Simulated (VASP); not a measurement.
Input of a VASP 6.6.1 run:

Contents of INCAR:

```
PREC = Accurate ; ENCUT = 520
EDIFF = 1E-6 ; ISMEAR = 0
SIGMA = 0.15 ; LREAL = F
LASPH = T ; NELM = 60
ALGO = Normal ; ISIF = 2
LWAVE = F ; LCHARG = F
GGA = PS ; NBANDS = 16
```

KPOINTS

```
Automatic mesh
0
Gamma
  16 16 16
```

File POSCAR:

```
ZrS
1.0
    0.0000000000      2.6867117507      2.5833766834
    2.4800416161      0.0000000000      2.5833766834
    2.4800416161      2.6867117507      0.0000000000
Zr S
1 1
Direct
    0.0000000000      0.0000000000      0.0000000000
    0.5000000000      0.5000000000      0.5000000000
```

Potentials or basis: VASP PAW PBE potentials, release 64 (Zr_sv, S).

Run with:

```bash
$ cat potpaw_PBE.64/Zr_sv/POTCAR potpaw_PBE.64/S/POTCAR > POTCAR
$ mpirun -np 1 vasp_std > vasp.out
```

(1) Predict the pressure.

(2) What does it give for the band gap on the k mesh?

Results:

(1) 2.4 GPa.

(2) zero (bands 9 and 10 overlap by 3.01 eV).

Caveat: the cell differs from its parent crystal (strain +e along x and -e along y -0.0400, strain +e along z and -e/2 along x and y +0.0000); the stress differs along the axes, from -9 to 16 GPa; the PAW data sets were made with another functional, which shifts forces and pressure a little.
